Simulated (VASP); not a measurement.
Runs of VASP 6.6.1 on Ru. The structure is that of space group Im-3m (No. 229), or close to it. The cells are those of the table. 

| task | cell | cutoff (eV) | gap on the mesh (eV) | pressure (GPa) | relaxed volume (Å³/atom) |
| --- | --- | --- | --- | --- | --- |
| relaxation of cell and atoms | relaxed from a = 2.615 Å, angles 109.5°, 1 atom | 600 | none | 0.0 | 14.23 |
| relaxation of cell and atoms | relaxed from a = 2.644 Å, angles 109.5°, 1 atom | 600 | none | 0.0 | 14.23 |
| single point | a = 2.644 Å, angles 109.5°, 1 atom | 520 | none | (a) | - |
| single point | a = 2.669 Å, angles 109.5°, 1 atom | 520 | none | -7.5 | - |

Alike in all rows: level PBE; potentials or basis VASP PAW PBE potentials, release 64 (Ru_pv); no spin polarisation; k mesh 19 × 19 × 19; smearing fermi-dirac 0.05 eV.

Fill in the values left out.

(a) -0.1.

A k mesh can miss the band edges, and the runs leave out spin-orbit coupling on Ru.

A gap of «none» marks levels without a gap at the run's occupations.
